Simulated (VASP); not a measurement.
# C (C2/m) in VASP: a series of runs

C is run at these levels: PBE; tasks: relaxation of shape and atoms at fixed volume.

Program: VASP 6.6.1. These are calculated values, not measurements. Logs are shortened: lines on timing, memory, paths and dates and some standing lists are left out, and cuts for length are marked.

## (1) The cell of the first run

It takes space group C2/m (No. 12, monoclinic). The conventional cell has a = 4.225 Å, b = 2.439 Å, c = 3.978 Å, α = 90.00°, β = 95.53°, γ = 90.00°. Within 1.9 Å of C (site symmetry m) lie 3 C at 1.41 Å.

## (2) Relaxation of shape and atoms at fixed volume, PBE (10.20 Å³/atom)

Input file INCAR:

```
ALGO     = Normal         # electronic algorithm
EDIFF    = 1E-6           # SCF threshold, eV
EDIFFG   = -0.01          # ionic threshold
ENCUT    = 600            # plane-wave cutoff, eV
GGA      = PE             # functional
IBRION   = 2              # ionic algorithm
ISIF     = 4              # what is computed and relaxed
ISMEAR   = 0              # smearing method
LASPH    = T              # aspherical terms in the spheres
LCHARG   = F              # write CHGCAR
LREAL    = F              # projectors in reciprocal space
LWAVE    = F              # write WAVECAR
NELM     = 100            # most SCF steps
NSW      = 50             # ionic steps
PREC     = Accurate       # precision mode
SIGMA    = 0.02           # smearing width, eV
```

Input file KPOINTS:

```
k-points
0
Gamma
  12 12 8
```

Input file POSCAR:

```
C
1.0
    2.1119642706     -1.2194779244     -0.0379218886
    2.1119642706      1.2194779244     -0.0379218886
   -0.3120859661      0.0000000000      3.9653903567
C
2
Direct
    0.3333339818      0.3333339818      0.0000015236
    0.6666660182      0.6666660182      0.9999984764
```

Potentials or basis: VASP PAW PBE potentials, release 64 (C).

Run with:

```console
> cat potpaw_PBE.64/C/POTCAR > POTCAR
> mpirun -np 1 vasp_std > vasp.out
```

OUTCAR:

```text
EDIFF = 1E-6
   EDIFFG = -0.01
   ENCUT = 600
   GGA = PE
   IBRION = 2
   ISIF = 4
   ISMEAR = 0
   LASPH = T
   LREAL = F
   NELM = 100
   NSW = 50
   PREC = Accurate

 ion  position               nearest neighbor table
   1  0.333  0.333  0.000-   2 1.41   2 1.41   2 1.41
   2  0.667  0.667  1.000-   1 1.41   1 1.41   1 1.41

  LATTYP: Found a base centered monoclinic cell.
 ALAT       =     4.2246094020
 B/A-ratio  =     0.5773210294
 C/A-ratio  =     0.9415432258
 COS(beta)  =    -0.0963447004

  Lattice vectors:

 A1 = (   2.1119642706,  -1.2194779244,  -0.0379218886)
 A2 = (   2.1119642706,   1.2194779244,  -0.0379218886)
 A3 = (  -0.3120859661,   0.0000000000,   3.9653903567)

Analysis of symmetry for initial positions (statically):
=====================================================================
 Subroutine PRICEL returns:
 Original cell was already a primitive cell.

 Routine SETGRP: Setting up the symmetry group for a
 base centered monoclinic supercell.

 Subroutine GETGRP returns: Found  4 space group operations
 (whereof  4 operations were pure point group operations)
 out of a pool of  4 trial point group operations.

The static configuration has the point symmetry C_2h.

Analysis of symmetry for dynamics (positions and initial velocities):
=====================================================================
 Subroutine PRICEL returns:
 Original cell was already a primitive cell.

 Routine SETGRP: Setting up the symmetry group for a
 base centered monoclinic supercell.

 Subroutine GETGRP returns: Found  4 space group operations
 (whereof  4 operations were pure point group operations)
 out of a pool of  4 trial point group operations.

The dynamic configuration has the point symmetry C_2h.

 Subroutine INISYM returns: Found  4 space group operations
 (whereof  4 operations are pure point group operations),
 and found     1 'primitive' translations

----------------------------------------------------------------------------------------

                                     Primitive cell

  volume of cell :      20.3968

  direct lattice vectors                    reciprocal lattice vectors
     2.111964271 -1.219477924 -0.037921889     0.237081464 -0.410011522  0.018658894
     2.111964271  1.219477924 -0.037921889     0.237081464  0.410011522  0.018658894
    -0.312085966  0.000000000  3.965390357     0.004534523  0.000000000  0.252538860

  length of vectors
     2.439048494  2.439048494  3.977652364     0.473988632  0.473988632  0.252579567

  position of ions in fractional coordinates (direct lattice)
     0.333333982  0.333333982  0.000001524
     0.666666018  0.666666018  0.999998476

  ion indices of the primitive-cell ions
   primitive index   ion index
                 1           1
                 2           2

----------------------------------------------------------------------------------------

 KPOINTS: k-points

Automatic generation of k-mesh.
 Grid dimensions read from file:
 generate k-points for:   12   12    8

 Generating k-lattice:

  Cartesian coordinates                     Fractional coordinates (reciprocal lattice)
     0.019756789 -0.034167627  0.001554908     0.083333333 -0.000000000  0.000000000
     0.019756789  0.034167627  0.001554908    -0.000000000  0.083333333  0.000000000
     0.000566815  0.000000000  0.031567358     0.000000000  0.000000000  0.125000000

  Length of vectors
     0.039499053  0.039499053  0.031572446

  Shift w.r.t. Gamma in fractional coordinates (k-lattice)
     0.000000000  0.000000000  0.000000000

 Subroutine IBZKPT returns following result:
 ===========================================

 Found    320 irreducible k-points:

 Following reciprocal coordinates:
            Coordinates               Weight
  0.000000  0.000000  0.000000      1.000000
  0.083333  0.000000 -0.000000      4.000000
  0.166667 -0.000000  0.000000      4.000000
  0.250000 -0.000000  0.000000      4.000000
  0.333333  0.000000 -0.000000      4.000000
  0.416667 -0.000000  0.000000      4.000000
[... 16 lines left out ...]
  0.500000  0.166667  0.000000      4.000000
 -0.416667  0.166667 -0.000000      4.000000
 [... further k-points ...]
   k-points           NKPTS =    320   k-points in BZ     NKDIM =    320   number of bands    NBANDS=      8
   number of dos      NEDOS =    301   number of ions     NIONS =      2
   total plane-waves  NPLWV =  12800
   dimension x,y,z NGX =    20 NGY =   20 NGZ =   32
   dimension x,y,z NGXF=    40 NGYF=   40 NGZF=   64
   ions per type =               2
   NGX,Y,Z   is equivalent  to a cutoff of  13.63, 13.63, 13.37 a.u.
   NGXF,Y,Z  is equivalent  to a cutoff of  27.26, 27.26, 26.75 a.u.
 SYSTEM =  unknown system
   PREC   = accura    normal or accurate (medium, high low for compatibility)
   ISTART =      0    job   : 0-new  1-cont  2-samecut
   ICHARG =      2    charge: 1-file 2-atom 10-const
   ISPIN  =      1    spin polarized calculation?
   LNONCOLLINEAR =      F non collinear calculations
   LSORBIT =      F    spin-orbit coupling
   LASPH  =      T    aspherical Exc in radial PAW
   ENCUT  =  600.0 eV  44.10 Ry    6.64 a.u.   4.87  4.87  7.94*2*pi/ulx,y,z
   NELM   =    100;   NELMIN=  2; NELMDL= -5     # of ELM steps
   EDIFF  = 0.1E-05   stopping-criterion for ELM
   LREAL  =      F    real-space projection
   EDIFFG = -.1E-01   stopping-criterion for IOM
   NSW    =     50    number of steps for IOM
   IBRION =      2    ionic relax: 0-MD 1-quasi-New 2-CG
   NFREE  =      1    steps in history (QN), initial steepest desc. (CG)
   ISIF   =      4    stress and relaxation
   ISYM   =      2    0-nonsym 1-usesym 2-fastsym
   POTIM  = 0.5000    time-step for ionic-motion
   TEBEG  =    0.0;   TEEND  =   0.0 temperature during run
   PSTRESS=    0.0 pullay stress
   NELECT =       8.0000    total number of electrons
   NUPDOWN=      -1.0000    fix difference up-down
   EMIN   =  10.00;   EMAX   =-10.00  energy-range for DOS
   EFERMI =   0.00;   METHOD = LEGACY
   ISMEAR =     0;   SIGMA  =   0.02  broadening in eV -4-tet -1-fermi 0-gaus
   EFERMI_NEDOS =   21; number of points for ismear=-14 and -15
   IALGO  =     38    algorithm
   IMIX   =      4    mixing-type and parameters
     AMIX     =   0.40;   BMIX     =  1.00
     AMIX_MAG =   1.60;   BMIX_MAG =  1.00
  volume/ion in A,a.u.               =      10.20        68.82
  Fermi-wavevector in a.u.,A,eV,Ry     =   1.198351  2.264555 19.538582  1.436045
  Thomas-Fermi vector in A             =   2.334242
   LORBIT       =      0    0 simple, 1 ext, 2 COOP (PROOUT), +10 PAW based schemes
   GGA     = PE    functional components
   LHFCALC =     F    Hartree Fock is set to
   AEXX    =    0.0000 exact exchange contribution
   IVDW    =     0    specifies the selected vdW correction
   LEPSILON=     F    determine dielectric tensor
   LRPA    =     F    only Hartree local field effects (RPA)
 conjugate gradient relaxation of ions
 non-spin polarized calculation
 Gauss-broadening in eV      SIGMA  =   0.02
  energy-cutoff  :      600.00
  volume of cell :       20.40
 maximum number of plane-waves:       704
   NGX =  9   NGY =  9   NGZ = 15

--------------------------------------- Ionic step        1  -------------------------------------------

 number of electron       8.0000000 magnetization

 Free energy of the ion-electron system (eV)
  ---------------------------------------------------
  ext. energy  EPLUGINS =         0.00000000
  ---------------------------------------------------
  free energy    TOTEN  =       -18.43085823 eV

  energy without entropy =      -18.43085823  energy(sigma->0) =      -18.43085823

------------------------ aborting loop because EDIFF is reached ----------------------------------------

  FORCE on cell =-STRESS in cart. coord.  units (eV):
  Direction    XX          YY          ZZ          XY          YZ          ZX
  --------------------------------------------------------------------------------------
  -------------------------------------------------------------------------------------
  Total        1.5882650      1.5916741      0.0233025      0.0000000      0.0000000     -0.0355148
  in kB      124.7588186    125.0266058      1.8304206      0.0000000      0.0000000     -2.7896998
  external PRESSURE =      83.8719483 kB  Pullay stress =       0.0000000 kB
[... 57 lines left out ...]
  energy  without entropy=      -18.4475682203  energy(sigma->0) =      -18.44756822

--------------------------------------- Ionic step        3  -------------------------------------------

 number of electron       7.9999999 magnetization

 Free energy of the ion-electron system (eV)
  ---------------------------------------------------
  ext. energy  EPLUGINS =         0.00000000
  ---------------------------------------------------
  free energy    TOTEN  =       -18.44798376 eV

  energy without entropy =      -18.44798376  energy(sigma->0) =      -18.44798376

 E-fermi :   3.4950     XC(G=0):  -9.3387

 val. band max:        3.4160747440   @ k =  -0.3333   0.3333   0.2500
 cond. band min:       3.5827009180   @ k =  -0.3333   0.3333   0.2500
 fundamental gap:      0.1666261740
 Fermi energy:         3.4949815308

 k-point     1 :       0.0000    0.0000    0.0000
  band No.  band energies     occupation
      1     -16.0593      2.00000
      2      -3.6491      2.00000
      3       0.4604      2.00000
      4       0.4606      2.00000
      5       6.9198      0.00000
      6      11.8020      0.00000
      7      11.8077      0.00000
      8      14.9709      0.00000
[... 243 lines left out ...]
 k-point    24 :      -0.4167    0.1667   -0.0000
  band No.  band energies     occupation
      1     -10.3802      2.00000
      2      -9.3568      2.00000
      3      -4.7385      2.00000
      4       2.0173      2.00000
      5       5.2696      0.00000
      6      13.3321      0.00000
      7      14.6756      0.00000
      8      15.0617      0.00000

 [... further k-points ...]
[... 5 lines left out ...]
  --------------------------------------------------------------------------------------
  -------------------------------------------------------------------------------------
  Total        0.0487955      0.0449653      0.0539251      0.0000000      0.0000000     -0.0112554
  in kB        3.8329064      3.5320436      4.2358353      0.0000000      0.0000000     -0.8841157
  external PRESSURE =       3.8669285 kB  Pullay stress =       0.0000000 kB
[... 17 lines left out ...]
  FREE ENERGIE OF THE ION-ELECTRON SYSTEM (eV)
  ---------------------------------------------------
  free  energy   TOTEN  =       -18.4479837610 eV

  energy  without entropy=      -18.4479837610  energy(sigma->0) =      -18.44798376

 reached required accuracy - stopping structural energy minimisation
```

It took 2.5 min on 1 thread of Intel Xeon 8259CL, shared host; peak memory 0.17 GiB.

Results:

```yaml
Free_energy: -18.4480 eV
Energy_gained_by_relaxing: 8.6 meV/atom
Ionic_steps: 3
Pressure_after_relaxing: 0.4 GPa
Band_gap_on_the_k_mesh: zero (bands 4 and 5 overlap by 0.45 eV)
```

Forces in eV/Å, atoms in the order of the input:
```
C   -0.002  0.000  0.000
C    0.002  0.000  0.000
```

Stress tensor (GPa, compression positive):
```
 0.38  0.00 -0.09
 0.00  0.35  0.00
-0.09  0.00  0.42
```

Step by step:
| step | energy change (eV) | largest force (eV/Å) | pressure (GPa) | volume (Å³) |
| --- | --- | --- | --- | --- |
| 1 | 0.0000 | 0.0005 | 8.39 | 20.40 |
| 2 | -0.0167 | 0.0027 | -0.83 | 20.40 |
| 3 | -0.0171 | 0.0023 | 0.39 | 20.40 |

Final structure:
```
CELL_PARAMETERS angstrom
2.13526 -1.23300 -0.03867
2.13526 1.23300 -0.03867
-0.31847 0.00000 3.87940
ATOMIC_POSITIONS crystal
C 0.33334 0.33334 0.00000
C 0.66666 0.66666 0.00000
```

Caveat: this functional lacks dispersion, which binds layers or chains, so the pressure and a relaxed spacing across them are unreliable.

(Continued in part 2 of 2.)

The gap in the log of VASP goes by the Fermi energy; the results here count the filled bands.